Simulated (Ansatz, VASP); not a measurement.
BaS: VASP beside Ansatz

```
Ba S
1.0
     4.36529    0.00000    0.00000
    -2.18265    3.78046    0.01890
     0.00000    0.01989    3.97807
Ba S
1 1
Direct
  0.00000 0.00000 0.00000
  0.66667 0.33333 0.50000
```

Change from the starting cell: strain e4 = +0.01, atoms carried along.

Alike in both runs: task single point; functional PBE; k mesh 10 × 10 × 8; occupations gaussian, width 0.05 eV; no spin polarisation.

|  | VASP | Ansatz |
| --- | --- | --- |
| version | VASP 6.6.1 | Ansatz 0.2.0 |
| potentials or method | VASP PAW PBE potentials, release 64 (Ba_sv, S), cutoff 520 eV | scalar-relativistic, plane waves, PAW |
| valence electrons in the cell | 16 | 16 |

```csv
,VASP,Ansatz,Ansatz less VASP
gap on the k mesh at the Fermi level (eV),1.97,2.04,+0.071
least direct gap on the mesh (eV),1.97,2.04,+0.071
pressure (GPa),0.6,0.0,-0.62
"traceless stress, the component that is largest in VASP (GPa)",-0.15,-0.13,+0.019
```

With one functional, cell and mesh, what is left measures potentials, basis and numerics.

Spin-orbit coupling is off throughout.
